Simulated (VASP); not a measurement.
A run of VASP 6.6.1 is set up as follows.

File POSCAR:

```
AlN
1.0
   -3.1066653375      0.0000000000      0.0000000000
   -1.5533326688     -2.6904511034      0.0000000000
   -0.6213330675      0.0000000000      9.9568096770
Al N
4 4
Direct
    0.1524140431      0.3333333333      0.9045964511
    0.2524140431      0.3333333333      0.4045964511
    0.6357473764      0.6666666667      0.1545964511
    0.5357473764      0.6666666667      0.6545964511
    0.3142526236      0.3333333333      0.0954035489
    0.2142526236      0.3333333333      0.5954035489
    0.5975859569      0.6666666667      0.3454035489
    0.4975859569      0.6666666667      0.8454035489
```

File INCAR.step1:

```
SYSTEM = AlN
  PREC = Accurate
  ENCUT = 520
  ISMEAR = 0
  SIGMA = 0.05
  LREAL = .FALSE.
  LASPH = .TRUE.
  NELM = 100
  NBANDS = 26
  GGA = PE
  ALGO = Normal
  EDIFF = 1E-4
  LWAVE = .TRUE.
  LCHARG = .FALSE.
```

Contents of INCAR.step2:

```
SYSTEM = AlN
  PREC = Accurate
  ENCUT = 520
  EDIFF = 1E-7
  ISMEAR = 0
  SIGMA = 0.05
  LREAL = .FALSE.
  LASPH = .TRUE.
  NELM = 100
  ALGO = Normal
  ISIF = 2
  LWAVE = .FALSE.
  LCHARG = .FALSE.
  METAGGA = R2SCAN
  LMIXTAU = .TRUE.
  NBANDS = 26
  ISTART = 1
```

KPOINTS

```
Automatic mesh
0
G
  8 8 3
  0 0 0
```

Potentials or basis: VASP PAW PBE potentials, release 64 (Al, N).

The run is started by

```console
$ cat potpaw_PBE.64/Al/POTCAR potpaw_PBE.64/N/POTCAR > POTCAR
$ cp INCAR.step1 INCAR
$ mpirun -np 1 vasp_std > vasp.out
$ cp INCAR.step2 INCAR
$ mpirun -np 1 vasp_std > vasp.out
```

(1) Predict the largest force.

(2) Predict the band gap on the k mesh.

(3) What does it give for the pressure?

Answers

(1) 1.266 eV/Å.

(2) 4.47 eV, direct.

(3) -1.0 GPa.

Caveat: the PAW data sets were made with another functional, which shifts forces and pressure a little.
